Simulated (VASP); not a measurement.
# CuO (P1) in VASP: a series of runs, part 2 of 2

VASP 6.6.1. The steps go on from the part before.

## (4) Single point, PBE+U

POSCAR reads:

```
CuO
1.0
    0.0000000000     -2.1165600000     -2.1165600000
   -2.1165600000      0.0000000000     -2.1165600000
    2.1165600000      2.1165600000     -4.2331200000
Cu O
2 2
Direct
    0.5038875400      0.4769880100      0.4880064000
    0.0038875400      0.9769880100      0.9880064000
    0.7461124600      0.7730119900      0.7619936000
    0.2461124600      0.2730119900      0.2619936000
```

INCAR.step1 reads:

```
SYSTEM = CuO
PREC = Accurate ; ENCUT = 520
EDIFF = 1E-6 ; ISMEAR = -1
SIGMA = 0.05 ; LREAL = .False.
LASPH = .True. ; NELM = 150
ALGO = Fast ; ISIF = 2
LWAVE = .False. ; LCHARG = .True.
LMAXMIX = 4 ; LDAU = .True.
LDAUTYPE = 2 ; LDAUL = 2 -1
LDAUU = 6 0 ; LDAUJ = 0 0
LDAUPRINT = 1 ; GGA = PE
NBANDS = 25
```

KPOINTS.step1 reads:

```
Automatic mesh
0
Gamma
  10 10 6
  0 0 0
```

INCAR.step2 reads:

```
SYSTEM = CuO
PREC = Accurate ; ENCUT = 520
EDIFF = 1E-6 ; ISMEAR = -5
SIGMA = 0.05 ; LREAL = .False.
LASPH = .True. ; NELM = 150
ALGO = Fast ; ISIF = 2
LWAVE = .False. ; LCHARG = .False.
LMAXMIX = 4 ; LDAU = .True.
LDAUTYPE = 2 ; LDAUL = 2 -1
LDAUU = 6 0 ; LDAUJ = 0 0
LDAUPRINT = 1 ; GGA = PE
LORBIT = 10 ; NEDOS = 2001
ICHARG = 11
```

KPOINTS.step2 reads:

```
Automatic mesh
0
Gamma
  15 15 9
  0 0 0
```

Potentials or basis: VASP PAW PBE potentials, release 64 (Cu, O).

Started as:

```bash
$ cat potpaw_PBE.64/Cu/POTCAR potpaw_PBE.64/O/POTCAR > POTCAR
$ cp INCAR.step1 INCAR
$ cp KPOINTS.step1 KPOINTS
$ mpirun -np 1 vasp_std > vasp.out
$ cp INCAR.step2 INCAR
$ cp KPOINTS.step2 KPOINTS
$ mpirun -np 1 vasp_std > vasp.out
```

OUTCAR:

```text
SYSTEM = CuO
   PREC = Accurate
   ENCUT = 520
   EDIFF = 1E-6
   ISMEAR = -5
   LREAL = .False.
   LASPH = .True.
   NELM = 150
   ISIF = 2
   GGA = PE
   LORBIT = 10
   ICHARG = 11

 ion  position               nearest neighbor table
   1  0.504  0.477  0.488-   4 1.94   4 2.06   3 2.08   4 2.17   3 2.19   3 2.30
   2  0.004  0.977  0.988-   3 1.94   3 2.06   4 2.08   3 2.17   4 2.19   4 2.30
   3  0.746  0.773  0.762-   2 1.94   2 2.06   1 2.08   2 2.17   1 2.19   1 2.30
   4  0.246  0.273  0.262-   1 1.94   1 2.06   2 2.08   1 2.17   2 2.19   2 2.30

  LATTYP: Found a trigonal (rhomboedric) cell.
 ALAT       =     5.1844920100
 COS(alpha) =     0.8333333333

  Lattice vectors:

 A1 = (   2.1165600000,   4.2331200000,  -2.1165600000)
 A2 = (   4.2331200000,   2.1165600000,  -2.1165600000)
 A3 = (   2.1165600000,   2.1165600000,  -4.2331200000)

Analysis of symmetry for initial positions (statically):
=====================================================================
 Subroutine PRICEL returns following result:

  LATTYP: Found a face centered cubic cell.
 ALAT       =     4.2331200000

  Lattice vectors:

 A1 = (   0.0000000000,  -2.1165600000,   2.1165600000)
 A2 = (   2.1165600000,  -2.1165600000,   0.0000000000)
 A3 = (   2.1165600000,   0.0000000000,   2.1165600000)

   2 primitive cells build up your supercell.

 Routine SETGRP: Setting up the symmetry group for a
 trigonal (rhombohedral) supercell.

 Subroutine GETGRP returns: Found  1 space group operations
 (whereof  1 operations were pure point group operations)
 out of a pool of 12 trial point group operations.

The static configuration has the point symmetry C_1 .

Analysis of symmetry for dynamics (positions and initial velocities):
=====================================================================
 Subroutine PRICEL returns following result:

  LATTYP: Found a face centered cubic cell.
 ALAT       =     4.2331200000

  Lattice vectors:

 A1 = (   0.0000000000,  -2.1165600000,   2.1165600000)
 A2 = (   2.1165600000,  -2.1165600000,   0.0000000000)
 A3 = (   2.1165600000,   0.0000000000,   2.1165600000)

   2 primitive cells build up your supercell.

 Routine SETGRP: Setting up the symmetry group for a
 trigonal (rhombohedral) supercell.

 Subroutine GETGRP returns: Found  1 space group operations
 (whereof  1 operations were pure point group operations)
[... 194 lines left out ...]
  o =  0.9698  v =  0.0000  0.0000  0.0000  0.0000  0.0000  0.7216 -0.3409  0.0134  0.6024  0.0015      0.0000  0.0000  0.0000  0.0000  0.0000  0.0000  0.0000  0.0000  0.0000  0.0000
  o =  0.9698  v =  0.7216 -0.3409  0.0134  0.6024  0.0015  0.0000  0.0000  0.0000  0.0000  0.0000      0.0000  0.0000  0.0000  0.0000  0.0000  0.0000  0.0000  0.0000  0.0000  0.0000
  o =  0.9699  v = -0.5274 -0.8344  0.0077  0.1595 -0.0146  0.0000  0.0000  0.0000  0.0000  0.0000      0.0000  0.0000  0.0000  0.0000  0.0000  0.0000  0.0000  0.0000  0.0000  0.0000
  o =  0.9699  v =  0.0000  0.0000  0.0000  0.0000  0.0000 -0.5274 -0.8344  0.0077  0.1595 -0.0146      0.0000  0.0000  0.0000  0.0000  0.0000  0.0000  0.0000  0.0000  0.0000  0.0000
  o =  0.9699  v =  0.0000  0.0000  0.0000  0.0000  0.0000 -0.4484  0.4325 -0.0019  0.7819  0.0203      0.0000  0.0000  0.0000  0.0000  0.0000  0.0000  0.0000  0.0000  0.0000  0.0000
  o =  0.9699  v = -0.4484  0.4325 -0.0019  0.7819  0.0203  0.0000  0.0000  0.0000  0.0000  0.0000      0.0000  0.0000  0.0000  0.0000  0.0000  0.0000  0.0000  0.0000  0.0000  0.0000

atom =   2  type =  1  l = 2

 onsite density matrix

spin component  1

  0.9698  0.0000  0.0006 -0.0001 -0.0000
  0.0000  0.9698 -0.0011  0.0000  0.0016
  0.0006 -0.0011  0.8762  0.0007  0.0005
 -0.0001  0.0000  0.0007  0.9699  0.0011
 -0.0000  0.0016  0.0005  0.0011  0.8924

spin component  2

  0.9698  0.0000  0.0006 -0.0001 -0.0000
  0.0000  0.9698 -0.0011  0.0000  0.0016
  0.0006 -0.0011  0.8762  0.0007  0.0005
 -0.0001  0.0000  0.0007  0.9699  0.0011
 -0.0000  0.0016  0.0005  0.0011  0.8924

 occupancies and eigenvectors

  o =  0.8762  v =  0.0064 -0.0124 -0.9995  0.0074  0.0289  0.0000  0.0000  0.0000  0.0000  0.0000      0.0000  0.0000  0.0000  0.0000  0.0000  0.0000  0.0000  0.0000  0.0000  0.0000
  o =  0.8762  v =  0.0000  0.0000  0.0000  0.0000  0.0000  0.0064 -0.0124 -0.9995  0.0074  0.0289      0.0000  0.0000  0.0000  0.0000  0.0000  0.0000  0.0000  0.0000  0.0000  0.0000
  o =  0.8924  v = -0.0001  0.0202 -0.0290  0.0147 -0.9993  0.0000  0.0000  0.0000  0.0000  0.0000      0.0000  0.0000  0.0000  0.0000  0.0000  0.0000  0.0000  0.0000  0.0000  0.0000
  o =  0.8924  v =  0.0000  0.0000  0.0000  0.0000  0.0000 -0.0001  0.0202 -0.0290  0.0147 -0.9993      0.0000  0.0000  0.0000  0.0000  0.0000  0.0000  0.0000  0.0000  0.0000  0.0000
  o =  0.9698  v =  0.0000  0.0000  0.0000  0.0000  0.0000  0.7216 -0.3409  0.0134  0.6024  0.0015      0.0000  0.0000  0.0000  0.0000  0.0000  0.0000  0.0000  0.0000  0.0000  0.0000
  o =  0.9698  v =  0.7216 -0.3409  0.0134  0.6024  0.0015  0.0000  0.0000  0.0000  0.0000  0.0000      0.0000  0.0000  0.0000  0.0000  0.0000  0.0000  0.0000  0.0000  0.0000  0.0000
  o =  0.9699  v = -0.5274 -0.8344  0.0077  0.1595 -0.0146  0.0000  0.0000  0.0000  0.0000  0.0000      0.0000  0.0000  0.0000  0.0000  0.0000  0.0000  0.0000  0.0000  0.0000  0.0000
  o =  0.9699  v =  0.0000  0.0000  0.0000  0.0000  0.0000 -0.5274 -0.8344  0.0077  0.1595 -0.0146      0.0000  0.0000  0.0000  0.0000  0.0000  0.0000  0.0000  0.0000  0.0000  0.0000
  o =  0.9699  v =  0.0000  0.0000  0.0000  0.0000  0.0000 -0.4484  0.4325 -0.0019  0.7819  0.0203      0.0000  0.0000  0.0000  0.0000  0.0000  0.0000  0.0000  0.0000  0.0000  0.0000
  o =  0.9699  v = -0.4484  0.4325 -0.0019  0.7819  0.0203  0.0000  0.0000  0.0000  0.0000  0.0000      0.0000  0.0000  0.0000  0.0000  0.0000  0.0000  0.0000  0.0000  0.0000  0.0000

 number of electron      33.9999995 magnetization

 Free energy of the ion-electron system (eV)
  ---------------------------------------------------
  ext. energy  EPLUGINS =         0.00000000
  ---------------------------------------------------
  free energy    TOTEN  =       -14.86113371 eV

  energy without entropy =      -14.86113371  energy(sigma->0) =      -14.86113371

 E-fermi :   5.3471     XC(G=0): -12.3390

 val. band max:        5.4152070304   @ k =  -0.0667   0.0667   0.4444
 cond. band min:       5.2648347336   @ k =   0.2000  -0.0667   0.2222
 fundamental gap:     -0.1503722967
 Fermi energy:         5.3470873926

 k-point     1 :       0.0000    0.0000    0.0000
  band No.  band energies     occupation
      1     -13.6654      2.00000
      2     -12.4600      2.00000
      3      -1.7169      2.00000
      4       0.2219      2.00000
      5       0.3681      2.00000
      6       1.5487      2.00000
[... 565 lines left out ...]
     20      12.9684      0.00000
     21      15.3532      0.00000

 [... further k-points ...]

------------------------ aborting loop because EDIFF is reached ----------------------------------------

  FORCE on cell =-STRESS in cart. coord.  units (eV):
  Direction    XX          YY          ZZ          XY          YZ          ZX
  --------------------------------------------------------------------------------------
  -------------------------------------------------------------------------------------
  Total       -0.5840912     -0.4142079      0.8178594      0.0685944      0.1976134     -0.1560629
  in kB      -24.6739969    -17.4975475     34.5491616      2.8976600      8.3478605     -6.5926253
  external PRESSURE =      -2.5407942 kB  Pullay stress =       0.0000000 kB

 VOLUME and BASIS-vectors are now :
 -----------------------------------------------------------------------------
  energy-cutoff  :      520.00
  volume of cell :       37.93
      direct lattice vectors                 reciprocal lattice vectors
     0.000000000 -2.116560000 -2.116560000     0.118116189 -0.354348566 -0.118116189
    -2.116560000  0.000000000 -2.116560000    -0.354348566  0.118116189 -0.118116189
     2.116560000  2.116560000 -4.233120000     0.118116189  0.118116189 -0.118116189

 POSITION                                       TOTAL-FORCE (eV/Angst)
 -----------------------------------------------------------------------------------
      0.02332     -0.03361     -4.14187        -0.208192      0.309127     -1.066188
      0.02332      2.08295     -6.25843        -0.208192      0.309127     -1.066188
     -0.02332      0.03361     -6.44093         0.208192     -0.309127      1.066188
     -0.02332      0.03361     -2.20781         0.208192     -0.309127      1.066188
 -----------------------------------------------------------------------------------
    total drift:                               -0.000035     -0.000444     -0.001019

  FREE ENERGIE OF THE ION-ELECTRON SYSTEM (eV)
  ---------------------------------------------------
  free  energy   TOTEN  =       -14.8611337132 eV

  energy  without entropy=      -14.8611337132  energy(sigma->0) =      -14.86113371

 total charge

# of ion       s       p       d       tot
------------------------------------------
    1        0.302   0.323   9.333   9.958
    2        0.302   0.323   9.333   9.958
    3        1.580   3.333   0.000   4.913
    4        1.580   3.333   0.000   4.913
--------------------------------------------------
tot          3.763   7.314  18.665  29.742
```

It took 23 min on 1 thread of Oxide Virtual Turin-like, shared host; peak memory 0.71 GiB.

Results:

* Valence electrons inside the program's atomic spheres: Cu 9.96; O 4.91

Eigenvalues of the final occupation matrices:
| site | spin | trace | eigenvalues |
| --- | --- | --- | --- |
| site 1 d | 1 | 4.68 | 0.88 0.89 0.97 0.97 0.97 |
| site 1 d | 2 | 4.68 | 0.88 0.89 0.97 0.97 0.97 |
| site 2 d | 1 | 4.68 | 0.88 0.89 0.97 0.97 0.97 |
| site 2 d | 2 | 4.68 | 0.88 0.89 0.97 0.97 0.97 |

Caveat: U without spin polarisation on a metal has little footing; tetrahedron occupations give inexact forces and stress in metals.
